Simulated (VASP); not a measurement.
Here is a VASP 6.6.1 calculation.

The input INCAR:

```
PREC     = Accurate       # precision mode
ENCUT    = 520            # plane-wave cutoff, eV
EDIFF    = 1E-7           # SCF threshold, eV
ISMEAR   = 0              # smearing method
SIGMA    = 0.1            # smearing width, eV
LREAL    = False          # projectors in reciprocal space
LASPH    = True           # aspherical terms in the spheres
NELM     = 100            # most SCF steps
ALGO     = Normal         # electronic algorithm
ISIF     = 2              # what is computed and relaxed
LWAVE    = False          # write WAVECAR
LCHARG   = False          # write CHGCAR
GGA      = PE             # functional
NBANDS   = 33             # bands
```

File KPOINTS:

```
Automatic mesh
0
Gamma
  12 12 6
```

File POSCAR:

```
HfWS4
1.0
    4.2940220151      0.0000000000      0.0000000000
   -2.1470110076      3.7187321495      0.0000000000
    0.0000000000      0.0000000000      5.9437310565
Hf W S
1 1 4
Direct
    0.0000000000      0.0000000000      0.5000000000
    0.0000000000      0.0000000000      0.0000000000
    0.3333333333      0.6666666667      0.7613384843
    0.3333333333      0.6666666667      0.2386615157
    0.6666666667      0.3333333333      0.7613384843
    0.6666666667      0.3333333333      0.2386615157
```

Potentials or basis: VASP PAW PBE potentials, release 64 (Hf_pv, W_sv, S).

Command:

```sh
$ cat potpaw_PBE.64/Hf_pv/POTCAR potpaw_PBE.64/W_sv/POTCAR potpaw_PBE.64/S/POTCAR > POTCAR
$ mpirun -np 1 vasp_std > vasp.out
```

(1) Predict the pressure.

(2) What does it give for the largest force?

(3) Estimate the band gap on the k mesh.

Answers

(1) -0.5 GPa.

(2) 0.031 eV/Å.

(3) zero (bands 24 and 25 overlap by 1.98 eV).

Caveat: spin-orbit coupling is left out, which moves the levels of the heavy elements.
